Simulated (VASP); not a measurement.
Runs of VASP 6.6.1 on Nb. The structure is that of space group Fd-3m (No. 227), or close to it. The cells are those of the table. This isn't the form of Nb at room conditions, which is bcc.

```csv
task,cell,k mesh,cutoff (eV),gap on the mesh (eV),pressure (GPa),relaxed volume (Å³/atom)
single point,"a = 4.142 Å, angles 60.0°, 2 atoms",6 × 6 × 6,520,none,0.1,-
single point,"a = 4.138 Å, angles 60.0°, 2 atoms",16 × 16 × 16,520,none,0.1,-
relaxation of cell and atoms,"relaxed from a = 3.893 Å, angles 60.0°, 2 atoms",6 × 6 × 6,600,none,-0.1,25.18
relaxation of cell and atoms,"relaxed from a = 4.142 Å, angles 60.0°, 2 atoms",16 × 16 × 16,600,none,0.1,(a)
```

Alike in all rows: level r2SCAN; potentials or basis VASP PAW PBE potentials, release 64 (Nb_sv); no spin polarisation; smearing gaussian 0.1 eV.

Question: Fill in the values left out.

Answer: (a) 25.08.

Caveats: the PAW data sets were made with another functional, which shifts forces and pressure a little; the volume moved by over 15 % at a fixed basis, so the end points are rough (at least some runs).

A k mesh can miss the band edges, and the runs leave out spin-orbit coupling on Nb.

A gap of «none» marks levels without a gap at the run's occupations.
